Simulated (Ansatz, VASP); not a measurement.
**CaF2 in VASP and in Ansatz**

Contents of INCAR:

```
PREC = Accurate
ENCUT = 520
EDIFF = 1E-8
ISMEAR = -1
SIGMA = 0.03
LREAL = F
LASPH = T
NELM = 120
ALGO = Normal
ISIF = 2
LWAVE = F
LCHARG = F
LEFG = T
NBANDS = 19
GGA_COMPAT = F
```

Contents of KPOINTS:

```
regular mesh
0
Gamma
  10 10 10
```

File POSCAR:

```
CaF2
1.0
    0.0000000000      2.7221153164      2.7221153164
    2.7221153164      0.0000000000      2.7221153164
    2.7221153164      2.7221153164      0.0000000000
Ca F
1 2
Direct
    0.0000000000      0.0000000000      0.0000000000
    0.2500000000      0.2500000000      0.2500000000
    0.7500000000      0.7500000000      0.7500000000
```

Input for Ansatz:

```yaml
crystal:
  lattice:
    - [0.0, 2.7221153164, 2.7221153164]
    - [2.7221153164, 0.0, 2.7221153164]
    - [2.7221153164, 2.7221153164, 0.0]
  atoms:
    - { symbol: Ca, position: [0.0, 0.0, 0.0] }
    - { symbol: F, position: [0.25, 0.25, 0.25] }
    - { symbol: F, position: [0.75, 0.75, 0.75] }
kpoints:
  mp_grid: { grid: [10, 10, 10] }
scf:
  occupations: { method: fermi_dirac, width: 0.03 }
hamiltonian:
  xc: lda
  pseudopotentials: { kind: paw }
output:
  forces: true
  stress: true
  eigenvalues: true
  efg: { contact_densities: true }
```

Change from the starting cell: volume scaled by 0.99, PAW files.

Alike in both runs: task electric field gradients; functional LDA; k mesh 10 × 10 × 10; occupations fermi-dirac, width 0.03 eV; no spin polarisation.

```csv
,VASP,Ansatz
version,VASP 6.6.1,Ansatz 0.2.0
potentials or method,"VASP PAW LDA potentials, release 64 (Ca_sv, F)","PAW with Ansatz's default frozen-core files, scalar-relativistic"
plane-wave cutoff (eV),520,420
valence electrons in the cell,24,24
```

|  | VASP | Ansatz | Ansatz less VASP |
| --- | --- | --- | --- |
| gap on the k mesh at the Fermi level (eV) | 6.96 | 6.98 | +0.023 |
| pressure (GPa) | -5.3 | -5.7 | -0.42 |

LDA's correlation is that of Perdew and Zunger in VASP and of Perdew and Wang (1992) in Ansatz.
